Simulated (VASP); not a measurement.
Input of a VASP 6.6.1 run:

INCAR

```
  PREC = Accurate
  ENCUT = 600
  EDIFF = 1E-6
  ISMEAR = 0
  SIGMA = 0.02
  LREAL = F
  LASPH = T
  NELM = 120
  ALGO = Normal
  ISIF = 2
  LWAVE = F
  LCHARG = T
  GGA = CA
  LELF = T
  LVHAR = T
  NBANDS = 16
  GGA_COMPAT = F
```

Contents of KPOINTS:

```
Automatic mesh
0
Gamma
  8 8 6
```

File POSCAR:

```
MgO
1.0
    2.9420219319      0.0000000000      0.0000000000
    0.0000000000      2.9420219319      0.0000000000
    0.0000000000      0.0000000000      4.1606473400
Mg O
2 2
Direct
    0.0000000000      0.0000000000      0.0000000000
    0.5000000000      0.5000000000      0.5000000000
    0.5000000000      0.5000000000      0.0000000000
    0.0000000000      1.0000000000      0.5000000000
```

Potentials or basis: VASP PAW LDA potentials, release 64 (Mg, O).

Command:

```console
$ cat potpaw_LDA.64/Mg/POTCAR potpaw_LDA.64/O/POTCAR > POTCAR
$ mpirun -np 1 vasp_std > vasp.out
```

**Question.** What does it give for the pressure?

**Answer.** -2.2 GPa.

**Question.** Estimate the band gap on the k mesh.

**Answer.** 5.03 eV.

A hybrid or GW would open this gap; LDA tends to underestimate it.
